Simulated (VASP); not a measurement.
Wanted: the native input for a VASP 6.6.1 run.

```yaml
Task: single point
Functional: r2SCAN
Potentials_or_basis: VASP PAW PBE potentials, release 64 (Pb_d, Se)
Cutoff: 520 eV
k_mesh: 6 × 6 × 6
Occupations: gaussian, width 0.01 eV
Spin: no spin polarisation
Dipole_correction: no
Further_INCAR_settings: ALGO = Normal; EDIFF = 1e-06; NBANDS = 17
```

PbSe:

```
Pb Se
1.0
     0.00000    3.57177    3.42320
     3.57177    0.00000    3.42320
     3.57177    3.57177    0.00000
Pb Se
1 1
Direct
  0.00000 0.00000 0.00000
  0.25000 0.25000 0.25000
```

This cell differs from its parent crystal: biaxial xy strain +4.3%.

One way to write it, as run:

POSCAR

```
PbSe
1.0
    0.0000000000      3.5717711987      3.4232041391
    3.5717711987      0.0000000000      3.4232041391
    3.5717711987      3.5717711987      0.0000000000
Pb Se
1 1
Direct
    0.0000000000      0.0000000000      0.0000000000
    0.2500000000      0.2500000000      0.2500000000
```

INCAR.step1

```
SYSTEM = PbSe
  ALGO = Normal
  EDIFF = 1E-4
  ENCUT = 520
  GGA = PE
  ISMEAR = 0
  LASPH = .TRUE.
  LCHARG = .FALSE.
  LREAL = .FALSE.
  LWAVE = .TRUE.
  NBANDS = 17
  NELM = 80
  PREC = Accurate
  SIGMA = 0.01
```

INCAR.step2

```
SYSTEM = PbSe
  ALGO = Normal
  EDIFF = 1E-6
  ENCUT = 520
  ISIF = 2
  ISMEAR = 0
  ISTART = 1
  LASPH = .TRUE.
  LCHARG = .TRUE.
  LELF = .TRUE.
  LMIXTAU = .TRUE.
  LREAL = .FALSE.
  LVHAR = .TRUE.
  LWAVE = .FALSE.
  METAGGA = R2SCAN
  NBANDS = 17
  NELM = 80
  PREC = Accurate
  SIGMA = 0.01
```

KPOINTS

```
k-points
0
G
  6 6 6
  0 0 0
```

Potentials or basis: VASP PAW PBE potentials, release 64 (Pb_d, Se).

Launch:

```sh
$ cat potpaw_PBE.64/Pb_d/POTCAR potpaw_PBE.64/Se/POTCAR > POTCAR
$ cp INCAR.step1 INCAR
$ mpirun -np 1 vasp_std > vasp.out
$ cp INCAR.step2 INCAR
$ mpirun -np 1 vasp_std > vasp.out
```

Results of the run:

The pressure is -2.4 GPa. The band gap on the k mesh is 0.98 eV, indirect (least direct gap 1.42 eV).

Caveat: the cell differs from its parent crystal (biaxial xy strain +4.3%); the PAW data sets were made with another functional, which shifts forces and pressure a little; spin-orbit coupling is left out, which moves the levels of the heavy elements.

It took 120 s on 1 thread of AMD EPYC 9R45 96-Core Processor (Zen 5), with other jobs on the host, peak memory 0.24 GiB.
